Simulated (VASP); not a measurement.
# SrCl2 (Fm-3m) in VASP: notebook, part 2 of 2

VASP 6.6.1. Earlier steps stand in the parts before.

## Step 4: Single point, r2SCAN

This run uses another cell than the first one, of 28.86 Å³/atom.

File POSCAR:

```
SrCl2
1.0
    0.0000000000      3.5114523289      3.5114523289
    3.5114523289      0.0000000000      3.5114523289
    3.5114523289      3.5114523289      0.0000000000
Sr Cl
1 2
Direct
    0.0000000000      0.0000000000      0.0000000000
    0.7500000000      0.7500000000      0.7500000000
    0.2500000000      0.2500000000      0.2500000000
```

File INCAR.step1:

```
ALGO = Normal
EDIFF = 1E-4
ENCUT = 520
GGA = PE
ISMEAR = -1
LASPH = T
LCHARG = F
LREAL = F
LWAVE = T
NBANDS = 19
NELM = 100
PREC = Accurate
SIGMA = 0.05
```

File INCAR.step2:

```
ALGO = Normal
EDIFF = 1E-7
ENCUT = 520
ISIF = 2
ISMEAR = -1
ISTART = 1
LASPH = T
LCHARG = T
LELF = T
LMIXTAU = T
LREAL = F
LVHAR = T
LWAVE = F
METAGGA = R2SCAN
NBANDS = 19
NELM = 100
PREC = Accurate
SIGMA = 0.05
```

File KPOINTS:

```
k-points
0
Gamma
  7 7 7
```

Potentials or basis: VASP PAW PBE potentials, release 64 (Sr_sv, Cl).

Launch:

```sh
cat potpaw_PBE.64/Sr_sv/POTCAR potpaw_PBE.64/Cl/POTCAR > POTCAR
cp INCAR.step1 INCAR
mpirun -np 1 vasp_std > vasp.out
cp INCAR.step2 INCAR
mpirun -np 1 vasp_std > vasp.out
```

OUTCAR:

```text
EDIFF = 1E-7
   ENCUT = 520
   ISIF = 2
   ISMEAR = -1
   ISTART = 1
   LASPH = T
   LREAL = F
   METAGGA = R2SCAN
   NELM = 100
   PREC = Accurate

 ion  position               nearest neighbor table
   1  0.000  0.000  0.000-   2 3.04   2 3.04   2 3.04   2 3.04   3 3.04   3 3.04   3 3.04   3 3.04

   2  0.750  0.750  0.750-   1 3.04   1 3.04   1 3.04   1 3.04
   3  0.250  0.250  0.250-   1 3.04   1 3.04   1 3.04   1 3.04

  LATTYP: Found a face centered cubic cell.
 ALAT       =     7.0229046578

  Lattice vectors:

 A1 = (   0.0000000000,   3.5114523289,   3.5114523289)
 A2 = (   3.5114523289,   0.0000000000,   3.5114523289)
 A3 = (   3.5114523289,   3.5114523289,   0.0000000000)

Analysis of symmetry for initial positions (statically):
=====================================================================
 Subroutine PRICEL returns:
 Original cell was already a primitive cell.

 Routine SETGRP: Setting up the symmetry group for a
 face centered cubic supercell.

[... 159 lines left out ...]
  free energy    TOTEN  =       -35.69623297 eV

  energy without entropy =      -35.69623297  energy(sigma->0) =      -35.69623297

 E-fermi :   0.7164     XC(G=0):  -8.6760

 val. band max:       -0.3836018446   @ k =  -0.4286   0.4286   0.0000
 cond. band min:       5.5432086526   @ k =   0.0000   0.0000   0.0000
 fundamental gap:      5.9268104971
 Fermi energy:         0.7164294782

 k-point     1 :       0.0000    0.0000    0.0000
  band No.  band energies     occupation
      1     -34.3661      2.00000
      2     -15.7276      2.00000
      3     -15.7276      2.00000
      4     -15.7276      2.00000
      5     -14.1753      2.00000
      6     -13.3409      2.00000
[... 417 lines left out ...]
      6     -13.5101      2.00000
[... 11 lines left out ...]
     18       9.7489      0.00000
     19      10.4757      0.00000

------------------------ aborting loop because EDIFF is reached ----------------------------------------

  FORCE on cell =-STRESS in cart. coord.  units (eV):
  Direction    XX          YY          ZZ          XY          YZ          ZX
  --------------------------------------------------------------------------------------
  -------------------------------------------------------------------------------------
  Total       -0.2185495     -0.2185495     -0.2185495      0.0000000     -0.0000000      0.0000000
  in kB       -4.0436172     -4.0436172     -4.0436172      0.0000000     -0.0000000      0.0000000
  external PRESSURE =      -4.0436172 kB  Pullay stress =       0.0000000 kB

 VOLUME and BASIS-vectors are now :
 -----------------------------------------------------------------------------
  energy-cutoff  :      520.00
  volume of cell :       86.59
      direct lattice vectors                 reciprocal lattice vectors
     0.000000000  3.511452329  3.511452329    -0.142391225  0.142391225  0.142391225
     3.511452329  0.000000000  3.511452329     0.142391225 -0.142391225  0.142391225
     3.511452329  3.511452329  0.000000000     0.142391225  0.142391225 -0.142391225

 POSITION                                       TOTAL-FORCE (eV/Angst)
 -----------------------------------------------------------------------------------
      0.00000      0.00000      0.00000        -0.000000     -0.000000     -0.000000
      5.26718      5.26718      5.26718        -0.000000      0.000000     -0.000000
      1.75573      1.75573      1.75573         0.000000     -0.000000      0.000000
 -----------------------------------------------------------------------------------
    total drift:                               -0.000000     -0.000000      0.000000

  FREE ENERGIE OF THE ION-ELECTRON SYSTEM (eV)
  ---------------------------------------------------
  free  energy   TOTEN  =       -35.6962329662 eV

  energy  without entropy=      -35.6962329661  energy(sigma->0) =      -35.69623297
```

OUTCAR.step1:

```text
EDIFF = 1E-4
   ENCUT = 520
   GGA = PE
   ISMEAR = -1
   LASPH = T
[... 658 lines left out ...]
      0.00000      0.00000      0.00000        -0.000000     -0.000000      0.000000
      5.26718      5.26718      5.26718         0.000000      0.000000      0.000000
      1.75573      1.75573      1.75573        -0.000000     -0.000000     -0.000000
 -----------------------------------------------------------------------------------
    total drift:                               -0.000000     -0.000000      0.000000

  FREE ENERGIE OF THE ION-ELECTRON SYSTEM (eV)
  ---------------------------------------------------
  free  energy   TOTEN  =       -12.7902781665 eV

  energy  without entropy=      -12.7902781665  energy(sigma->0) =      -12.79027817
```

Wall time 4 min (1 thread of Intel Xeon Platinum 8488C (Sapphire Rapids), shared host); peak memory 0.26 GiB.

What came out:

- Free energy: -35.6962 eV
- Pressure: -0.4 GPa
- Band gap on the k mesh: 5.93 eV (least direct gap 6.20 eV)

Levels at points of the mesh, in eV from the valence-band top:
```tsv
k point	band 8	band 9	band 10	band 11	band 12	band 13	band 14	band 15	band 16	band 17
(0.00, 0.00, 0.00)	-2.05	-2.05	-0.31	-0.31	-0.31	5.93	6.73	6.73	9.62	9.62
```

Caveat: the PAW data sets were made with another functional, which shifts forces and pressure a little; an odd mesh through Γ misses points on the zone boundary, where band edges can lie. r2SCAN opens gaps a little over a GGA but as a rule still falls short of measured ones.

## Step 5: Single point, r2SCAN

This run uses another cell than the first one, of 29.43 Å³/atom.

File POSCAR:

```
SrCl2
1.0
    0.0000000000      3.5342546063      3.5342546063
    3.5342546063      0.0000000000      3.5342546063
    3.5342546063      3.5342546063      0.0000000000
Sr Cl
1 2
Direct
    0.0000000000      0.0000000000      0.0000000000
    0.7500000000      0.7500000000      0.7500000000
    0.2500000000      0.2500000000      0.2500000000
```

File INCAR.step1:

```
SYSTEM = SrCl2
  ALGO = Normal
  EDIFF = 1E-4
  ENCUT = 520
  GGA = PE
  ISMEAR = -1
  LASPH = .TRUE.
  LCHARG = .FALSE.
  LREAL = .FALSE.
  LWAVE = .TRUE.
  NBANDS = 19
  NELM = 80
  PREC = Accurate
  SIGMA = 0.05
```

File INCAR.step2:

```
SYSTEM = SrCl2
  ALGO = Normal
  EDIFF = 1E-6
  ENCUT = 520
  ISIF = 2
  ISMEAR = -1
  ISTART = 1
  LASPH = .TRUE.
  LCHARG = .FALSE.
  LMIXTAU = .TRUE.
  LREAL = .FALSE.
  LWAVE = .FALSE.
  METAGGA = R2SCAN
  NBANDS = 19
  NELM = 80
  PREC = Accurate
  SIGMA = 0.05
```

File KPOINTS:

```
k-points
0
G
  7 7 7
  0 0 0
```

Launch:

```sh
cat potpaw_PBE.64/Sr_sv/POTCAR potpaw_PBE.64/Cl/POTCAR > POTCAR
cp INCAR.step1 INCAR
mpirun -np 1 vasp_std > vasp.out
cp INCAR.step2 INCAR
mpirun -np 1 vasp_std > vasp.out
```

It took 2.1 min on 1 thread of Intel Xeon Platinum 8488C (Sapphire Rapids), shared host; peak memory 0.26 GiB.

It converged, with:

```
Free energy            : -35.6891 eV
Pressure               : -1.1 GPa
Band gap on the k mesh : 5.85 eV (least direct gap 6.15 eV)
```

Levels at points of the mesh, in eV from the valence-band top:
```tsv
k point	band 8	band 9	band 10	band 11	band 12	band 13	band 14	band 15	band 16	band 17
(0.00, 0.00, 0.00)	-1.98	-1.98	-0.30	-0.30	-0.30	5.85	6.73	6.73	9.59	9.59
```

Caveat: the PAW data sets were made with another functional, which shifts forces and pressure a little; an odd mesh through Γ misses points on the zone boundary, where band edges can lie. r2SCAN opens gaps a little over a GGA but as a rule still falls short of measured ones.

## Step 6: Summary

```csv
cell,gap on the mesh (eV),pressure (GPa)
"a = 4.900 Å, angles 60.0°, 3 atoms",6.08,1.2
"a = 4.933 Å, angles 60.0°, 3 atoms",6.00,0.3
"a = 4.966 Å, angles 60.0°, 3 atoms",5.93,-0.4
"a = 4.998 Å, angles 60.0°, 3 atoms",5.85,-1.1
```

Alike in all rows: task single point; level r2SCAN; potentials or basis VASP PAW PBE potentials, release 64 (Sr_sv, Cl); no spin polarisation; k mesh 7 × 7 × 7; cutoff (eV) 520; smearing fermi-dirac 0.05 eV.

Caveats: the PAW data sets were made with another functional, which shifts forces and pressure a little; an odd mesh through Γ misses points on the zone boundary, where band edges can lie.

Total energies depend on the potentials used, so only differences within one code and one set of settings carry meaning.
